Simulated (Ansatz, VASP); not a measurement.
## Two plane-wave programs on AgH8O4F

```
O H Ag F
1.0
     5.47370    0.00000    0.00000
     0.00000    5.47370    0.00000
     0.00000    0.00000    5.47370
O H Ag F
4 8 1 1
Direct
  0.03885 0.46165 0.19132
  0.25712 0.85178 0.75647
  0.44990 0.39686 0.45353
  0.70655 0.10946 0.82875
  0.07067 0.53388 0.03184
  0.93578 0.58787 0.28367
  0.09839 0.91504 0.70440
  0.31146 0.74417 0.62446
  0.55588 0.54390 0.42483
  0.30187 0.41567 0.34859
  0.68644 0.26956 0.75372
  0.54830 0.03197 0.78691
  0.70944 0.11862 0.26506
  0.76652 0.73741 0.42905
```

Alike in both runs: functional PBE; dispersion D3(BJ); k mesh 1 × 1 × 1; occupations fermi-dirac, width 0.02 eV; no spin polarisation.

Ansatz relaxed the structure, and its values are those at the end. VASP's run is a single point on that final structure, the one shown.

|  | VASP | Ansatz |
| --- | --- | --- |
| version | VASP 6.6.1 | Ansatz 0.2.0 |
| potentials or method | VASP PAW PBE potentials, release 64 (O, H, Ag_sv_GW, F), cutoff 520 eV | scalar-relativistic, plane waves, PAW |
| valence electrons in the cell | 58 | 58 |

```csv
,VASP,Ansatz,Ansatz less VASP
rms of the force components (eV/Å),0.091,0.097,+0.0056
```
